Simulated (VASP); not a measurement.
# KBr (Immm) in VASP: notebook, part 2 of 2

VASP 6.6.1.

## Step 4: Single point, r2SCAN (strain +0.0375 x Voigt [0, 0, 0, 1, 0, 0])

File POSCAR:

```
KBr
1.0
    0.0000000000      3.3542343750      3.3542343750
    3.2925000000      0.0617343750      3.2925000000
    3.2925000000      3.2925000000      0.0617343750
K Br
1 1
Direct
    0.0000000000      0.0000000000      0.0000000000
    0.5000000000      0.5000000000      0.5000000000
```

File INCAR.step1:

```
SYSTEM = KBr
PREC = Accurate
ENCUT = 520
ISMEAR = 0
SIGMA = 0.05
LREAL = .FALSE.
LASPH = .TRUE.
NELM = 80
NBANDS = 15
GGA = PE
ALGO = Normal
EDIFF = 1E-4
LWAVE = .TRUE.
LCHARG = .FALSE.
```

File INCAR.step2:

```
SYSTEM = KBr
PREC = Accurate
ENCUT = 520
EDIFF = 1E-6
ISMEAR = 0
SIGMA = 0.05
LREAL = .FALSE.
LASPH = .TRUE.
NELM = 80
ALGO = Normal
ISIF = 2
LWAVE = .FALSE.
LCHARG = .FALSE.
METAGGA = R2SCAN
LMIXTAU = .TRUE.
NBANDS = 15
ISTART = 1
```

File KPOINTS:

```
regular mesh
0
G
  6 6 6
  0 0 0
```

Potentials or basis: VASP PAW PBE potentials, release 64 (K_sv, Br).

Run with:

```console
> cat potpaw_PBE.64/K_sv/POTCAR potpaw_PBE.64/Br/POTCAR > POTCAR
> cp INCAR.step1 INCAR
> mpirun -np 1 vasp_std > vasp.out
> cp INCAR.step2 INCAR
> mpirun -np 1 vasp_std > vasp.out
```

OUTCAR:

```text
SYSTEM = KBr
   PREC = Accurate
   ENCUT = 520
   EDIFF = 1E-6
   ISMEAR = 0
   LREAL = .FALSE.
   LASPH = .TRUE.
   NELM = 80
   ISIF = 2
   METAGGA = R2SCAN
   ISTART = 1

 ion  position               nearest neighbor table
   1  0.000  0.000  0.000-   2 3.29   2 3.29   2 3.29   2 3.29   2 3.29   2 3.29
   2  0.500  0.500  0.500-   1 3.29   1 3.29   1 3.29   1 3.29   1 3.29   1 3.29

  LATTYP: Found a body centered orthorhombic cell.
 ALAT       =     4.5689925637
 B/A-ratio  =     1.0382165605
 C/A-ratio  =     1.4412367515

  Lattice vectors:

 A1 = (  -3.2925000000,   3.2925000000,   0.0617343750)
 A2 = (  -3.2925000000,  -3.2925000000,  -0.0617343750)
 A3 = (   3.2925000000,   0.0617343750,   3.2925000000)

Analysis of symmetry for initial positions (statically):
=====================================================================
 Subroutine PRICEL returns:
 Original cell was already a primitive cell.

 Routine SETGRP: Setting up the symmetry group for a
 body centered orthorhombic supercell.

 Subroutine GETGRP returns: Found  8 space group operations
 (whereof  8 operations were pure point group operations)
 out of a pool of  8 trial point group operations.

[... 177 lines left out ...]
      7      -2.1198      2.00000
      8      -2.0733      2.00000
      9       2.9772      0.00000
     10       5.9623      0.00000
     11       6.1207      0.00000
     12       6.2768      0.00000
     13       7.1033      0.00000
     14       7.1112      0.00000
[... 401 lines left out ...]
      2     -14.9753      2.00000
      3     -13.7168      2.00000
      4     -13.7118      2.00000
      5     -13.5023      2.00000
      6      -3.1580      2.00000
      7      -2.5395      2.00000
      8      -2.3801      2.00000
      9       5.2408      0.00000
     10       6.2212      0.00000
     11       7.9553      0.00000
     12       8.2140      0.00000
     13       8.6034      0.00000
     14       8.8514      0.00000
     15       9.7845      0.00000

 [... further k-points ...]

------------------------ aborting loop because EDIFF is reached ----------------------------------------

  FORCE on cell =-STRESS in cart. coord.  units (eV):
  Direction    XX          YY          ZZ          XY          YZ          ZX
  --------------------------------------------------------------------------------------
  -------------------------------------------------------------------------------------
  Total        0.0747152      0.0790468      0.0790468      0.0000000     -0.0874513      0.0000000
  in kB        1.6775100      1.7747622      1.7747622      0.0000000     -1.9634597      0.0000000
  external PRESSURE =       1.7423448 kB  Pullay stress =       0.0000000 kB

 VOLUME and BASIS-vectors are now :
 -----------------------------------------------------------------------------
  energy-cutoff  :      520.00
  volume of cell :       71.36
      direct lattice vectors                 reciprocal lattice vectors
     0.000000000  3.354234375  3.354234375    -0.151860289  0.149065314  0.149065314
     3.292500000  0.061734375  3.292500000     0.151860289 -0.154762077  0.154762077
     3.292500000  3.292500000  0.061734375     0.151860289  0.154762077 -0.154762077

 POSITION                                       TOTAL-FORCE (eV/Angst)
 -----------------------------------------------------------------------------------
      0.00000      0.00000      0.00000        -0.000000     -0.000000     -0.000000
      3.29250      3.35423      3.35423         0.000000      0.000000      0.000000
 -----------------------------------------------------------------------------------
    total drift:                                0.000000      0.000000      0.000000

  FREE ENERGIE OF THE ION-ELECTRON SYSTEM (eV)
  ---------------------------------------------------
  free  energy   TOTEN  =       -23.2464759819 eV

  energy  without entropy=      -23.2464759819  energy(sigma->0) =      -23.24647598
```

OSZICAR.step1:

```text
N       E                     dE             d eps       ncg     rms          rms(c)
DAV:   1     0.999548000792E+02    0.99955E+02   -0.67618E+03  1380   0.929E+02
DAV:   2    -0.411080705303E-01   -0.99996E+02   -0.92840E+02  1835   0.229E+02
DAV:   3    -0.615171057906E+01   -0.61106E+01   -0.60779E+01  1907   0.503E+01
DAV:   4    -0.638083579198E+01   -0.22913E+00   -0.22906E+00  2104   0.862E+00
DAV:   5    -0.638247060152E+01   -0.16348E-02   -0.16348E-02  1914   0.811E-01    0.314E+00
DAV:   6    -0.621197439322E+01    0.17050E+00   -0.21533E-01  1737   0.224E+00    0.230E+00
DAV:   7    -0.620095516866E+01    0.11019E-01   -0.10922E-01  1884   0.177E+00    0.103E+00
DAV:   8    -0.620978346215E+01   -0.88283E-02   -0.12067E-02  1542   0.797E-01    0.114E-01
DAV:   9    -0.621056533937E+01   -0.78188E-03   -0.80750E-04  1884   0.175E-01    0.768E-02
DAV:  10    -0.621085372754E+01   -0.28839E-03   -0.28909E-04  1470   0.986E-02    0.118E-02
DAV:  11    -0.621087026541E+01   -0.16538E-04   -0.22334E-05  1383   0.300E-02
   1 F= -.62108703E+01 E0= -.62108703E+01  d E =-.180529E-12
```

It used 290 s of CPU time on 1 thread of AMD EPYC 7R13 Processor (Zen 3), with other jobs on the host.

What came out:

| Item | Value |
| --- | --- |
| Free energy | -23.2465 eV |
| Pressure | 0.2 GPa |
| Band gap on the k mesh | 5.05 eV, direct |

Caveat: the cell differs from its parent crystal (strain +0.0375 x Voigt [0, 0, 0, 1, 0, 0]); the PAW data sets were made with another functional, which shifts forces and pressure a little.

## Step 5: Single point, r2SCAN (strain +0.0125 x Voigt [0, 0, 0, 1, 0, 0])

File POSCAR:

```
KBr
1.0
    0.0000000000      3.3130781250      3.3130781250
    3.2925000000      0.0205781250      3.2925000000
    3.2925000000      3.2925000000      0.0205781250
K Br
1 1
Direct
    0.0000000000      0.0000000000      0.0000000000
    0.5000000000      0.5000000000      0.5000000000
```

File INCAR.step1:

```
PREC = Accurate
ENCUT = 520
ISMEAR = 0
SIGMA = 0.05
LREAL = False
LASPH = True
NELM = 100
NBANDS = 15
GGA = PE
ALGO = Normal
EDIFF = 1E-4
LWAVE = True
LCHARG = False
```

File INCAR.step2:

```
PREC = Accurate
ENCUT = 520
EDIFF = 1E-6
ISMEAR = 0
SIGMA = 0.05
LREAL = False
LASPH = True
NELM = 100
ALGO = Normal
ISIF = 2
LWAVE = False
LCHARG = False
METAGGA = R2SCAN
LMIXTAU = True
NBANDS = 15
ISTART = 1
```

File KPOINTS:

```
Automatic mesh
0
Gamma
  6 6 6
```

Run with:

```console
> cat potpaw_PBE.64/K_sv/POTCAR potpaw_PBE.64/Br/POTCAR > POTCAR
> cp INCAR.step1 INCAR
> mpirun -np 1 vasp_std > vasp.out
> cp INCAR.step2 INCAR
> mpirun -np 1 vasp_std > vasp.out
```

Wall time 6.4 min (1 thread of AMD EPYC 7R13 (Zen 3), shared host); peak memory 0.21 GiB.

It converged, with:

```
Free energy            : -23.2480 eV
Pressure               : 0.2 GPa
Band gap on the k mesh : 5.08 eV, direct
```

Stress tensor (GPa, compression positive):
```
 0.18  0.00  0.00
 0.00  0.18 -0.07
 0.00 -0.07  0.18
```

Levels at points of the mesh, in eV from the valence-band top:
| k point | band 4 | band 5 | band 6 | band 7 | band 8 | band 9 | band 10 | band 11 | band 12 | band 13 |
| --- | --- | --- | --- | --- | --- | --- | --- | --- | --- | --- |
| (0.00, 0.00, 0.00) | -11.59 | -11.59 | -0.03 | -0.01 | 0.00 | 5.08 | 8.17 | 8.22 | 8.27 | 9.21 |
| (0.50, 0.00, 0.00) | -11.59 | -11.33 | -1.20 | -0.35 | -0.33 | 7.14 | 8.86 | 10.49 | 10.56 | 10.81 |
| (0.00, 0.50, 0.00) | -11.59 | -11.34 | -1.19 | -0.37 | -0.35 | 7.13 | 8.90 | 10.52 | 10.58 | 10.76 |
| (0.50, 0.50, 0.00) | -11.63 | -11.63 | -0.85 | -0.31 | -0.31 | 6.34 | 8.04 | 10.16 | 10.20 | 10.58 |
| (0.00, 0.50, 0.50) | -11.63 | -11.63 | -0.85 | -0.32 | -0.29 | 6.34 | 8.04 | 10.16 | 10.21 | 10.58 |

Caveat: the cell differs from its parent crystal (strain +0.0125 x Voigt [0, 0, 0, 1, 0, 0]); the PAW data sets were made with another functional, which shifts forces and pressure a little.

## Step 6: The runs side by side

```tsv
cell	gap on the mesh (eV)	pressure (GPa)
a = 4.540, b = 4.657, c = 4.657 Å, angles 61.7, 60.8, 60.8°, 2 atoms	5.03	0.2
a = 4.715, b = 4.656, c = 4.656 Å, angles 59.2, 59.6, 59.6°, 2 atoms	5.07	0.2
a = 4.744, b = 4.657, c = 4.657 Å, angles 58.8, 59.4, 59.4°, 2 atoms	5.05	0.2
a = 4.685, b = 4.656, c = 4.656 Å, angles 59.6, 59.8, 59.8°, 2 atoms	5.08	0.2
```

Alike in all rows: task single point; level r2SCAN; potentials or basis VASP PAW PBE potentials, release 64 (K_sv, Br); no spin polarisation; k mesh 6 × 6 × 6; cutoff (eV) 520; smearing gaussian 0.05 eV.

Caveats: the PAW data sets were made with another functional, which shifts forces and pressure a little.

Absolute energies hang on the potentials; compare differences alone.
